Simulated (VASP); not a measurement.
Here is a VASP 6.6.1 calculation.

POSCAR

```
Pt
1.0
    0.0000000000      2.6951100335      2.6951100335
    2.6951100335      0.0000000000      2.6951100335
    2.6951100335      2.6951100335      0.0000000000
Pt
2
Direct
   -0.1475000000     -0.1175000000     -0.1175000000
    0.1475000000      0.1175000000      0.1175000000
```

INCAR.step1

```
SYSTEM = Pt
  PREC = Accurate
  ENCUT = 520
  ISMEAR = -1
  SIGMA = 0.05
  LREAL = .False.
  LASPH = .True.
  NELM = 60
  NBANDS = 17
  GGA = PE
  ALGO = Normal
  EDIFF = 1E-4
  LWAVE = .True.
  LCHARG = .False.
```

File INCAR.step2:

```
SYSTEM = Pt
  PREC = Accurate
  ENCUT = 520
  EDIFF = 1E-8
  ISMEAR = -1
  SIGMA = 0.05
  LREAL = .False.
  LASPH = .True.
  NELM = 60
  ALGO = Normal
  ISIF = 2
  LWAVE = .False.
  LCHARG = .False.
  METAGGA = R2SCAN
  LMIXTAU = .True.
  LEFG = .True.
  NBANDS = 17
  ISTART = 1
```

KPOINTS

```
regular mesh
0
Gamma
  10 10 10
  0 0 0
```

Potentials or basis: VASP PAW PBE potentials, release 64 (Pt).

The run is started by

```console
$ cat potpaw_PBE.64/Pt/POTCAR > POTCAR
$ cp INCAR.step1 INCAR
$ mpirun -np 1 vasp_std > vasp.out
$ cp INCAR.step2 INCAR
$ mpirun -np 1 vasp_std > vasp.out
```

Task: Estimate the pressure.

Result: 39.6 GPa.

Task: Estimate the largest force.

Result: 3.708 eV/Å.

Task: Predict the band gap on the k mesh.

Result: Zero (bands 10 and 11 overlap by 1.20 eV).

Electric field gradients, principal values (V/Å²):
| atom | least | middle | greatest (by size) |
| --- | --- | --- | --- |
| 1 Pt | 14.611 | 14.612 | -29.222 |
| 2 Pt | 14.611 | 14.612 | -29.222 |

Caveat: the cell differs from its parent crystal (shortest bond scaled by 0.94); the cell stands under pressure; without QUAD_EFG the Cq values of the log hold for a quadrupole moment of 1 mb, not for the nuclei; the PAW data sets were made with another functional, which shifts forces and pressure a little; spin-orbit coupling is left out, which moves the levels of the heavy elements.
